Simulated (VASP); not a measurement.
# Ru: single point with PBE-based screened hybrid with 25 % exact exchange

Ru:

```xyz
2
Lattice="2.6506 0.0000 0.0000 -1.3253 2.2955 0.0000 0.0000 0.0000 4.1945" Properties=species:S:1:pos:R:3 pbc="T T T"
Ru    1.3253    0.7652    3.1459
Ru    0.0000    1.5303    1.0486
```

```
Program             : VASP 6.6.1
Task                : single point
Functional          : PBE-based screened hybrid with 25 % exact exchange
Potentials or basis : VASP PAW PBE potentials, release 64 (Ru_pv)
Cutoff              : 520 eV
k mesh              : 6 × 6 × 3
Occupations         : fermi-dirac, width 0.05 eV
Spin                : no spin polarisation
```

- Pressure: 16.2 GPa
- Band gap on the k mesh: zero (bands 14 and 15 overlap by 3.90 eV)

Stress tensor (GPa, compression positive):
```
18.53  0.00  0.00
 0.00 18.53  0.00
 0.00  0.00 11.61
```

Levels at points of the mesh, in eV from the Fermi level:
```tsv
k point	band 10	band 11	band 12	band 13	band 14	band 15	band 16	band 17	band 18	band 19
(0.00, 0.00, 0.00)	-3.24	-2.95	-2.44	-2.44	-1.85	-1.85	1.49	1.49	1.50	12.21
(0.50, 0.00, 0.00)	-3.84	-2.58	-2.03	-1.81	1.87	2.37	2.38	4.99	7.34	12.70
```

Run time: 12 min on 1 thread of Intel(R) Xeon(R) Platinum 8488C (Sapphire Rapids), on a shared host, peak memory 0.25 GiB.

Caveat: the k points lie up to 0.50 Å⁻¹ apart, too coarse for converged energies and pressures of a metal; the PAW data sets were made with another functional, which shifts forces and pressure a little.
